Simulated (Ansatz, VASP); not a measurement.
## One calculation of Au, two programs

File POSCAR:

```
Au
1.0
    2.8564984343      0.0000000000      0.0000000000
   -1.4282492171      2.4738002100      0.0000000000
    0.0000000000      0.0000000000      4.9532000000
Au
2
Direct
    0.3333333333      0.6666666667      0.7500000000
    0.6666666667      0.3333333333      0.2500000000
```

Contents of INCAR.step1:

```
SYSTEM = Au
  ALGO = Normal
  EDIFF = 1E-4
  ENCUT = 520
  GGA = PE
  ISMEAR = 0
  LASPH = .TRUE.
  LCHARG = .FALSE.
  LREAL = .FALSE.
  LWAVE = .TRUE.
  NBANDS = 18
  NELM = 80
  PREC = Accurate
  SIGMA = 0.15
```

The input INCAR.step2:

```
SYSTEM = Au
  ALGO = Normal
  EDIFF = 1E-6
  ENCUT = 520
  ISIF = 2
  ISMEAR = 0
  ISTART = 1
  LASPH = .TRUE.
  LCHARG = .FALSE.
  LMIXTAU = .TRUE.
  LREAL = .FALSE.
  LWAVE = .FALSE.
  METAGGA = R2SCAN
  NBANDS = 18
  NELM = 80
  PREC = Accurate
  SIGMA = 0.15
```

File KPOINTS:

```
k-points
0
G
  18 18 10
  0 0 0
```

Input for Ansatz:

```yaml
crystal:
  lattice:
    - [2.8564984343, 0.0, 0.0]
    - [-1.4282492171, 2.47380021, 0.0]
    - [0.0, 0.0, 4.9532]
  atoms:
    - { symbol: Au, position: [0.3333333333, 0.6666666667, 0.75] }
    - { symbol: Au, position: [0.6666666667, 0.3333333333, 0.25] }
basis:
  ecutwfc: 500
kpoints:
  mp_grid: { grid: [18, 18, 10] }
hamiltonian:
  xc: r2scan
scf:
  occupations: { method: gaussian, width: 0.15 }
output:
  forces: true
  stress: true
  eigenvalues: true
```

Change from the starting cell: strain -0.015 along x and y, +0.015 along z, atoms carried along.

Alike in both runs: task single point; functional r2SCAN; k mesh 18 × 18 × 10; occupations gaussian, width 0.15 eV; no spin polarisation.

```csv
,VASP,Ansatz
version,VASP 6.6.1,Ansatz 0.2.0
potentials or method,"VASP PAW PBE potentials, release 64 (Au), cutoff 520 eV","scalar-relativistic, plane waves, PAW"
valence electrons in the cell,22,38
```

Ansatz gave:

* gap on the k mesh at the Fermi level (eV): none
* pressure (GPa): 1.1
* traceless stress, the component that is largest in VASP (GPa): -1.37

Question: Which values does VASP return?

Answer: gap on the k mesh at the Fermi level (eV): none; pressure (GPa): 1.4; traceless stress, the component that is largest in VASP (GPa): -1.45.

VASP's potentials were made for PBE, not for r2SCAN. A gap of «none» marks a metal or a gap that the smearing closes. VASP's potentials hold 22 valence electrons a cell and Ansatz's 38, so a difference there can come from the potentials and not from the codes.

Neither program's run includes spin-orbit coupling.
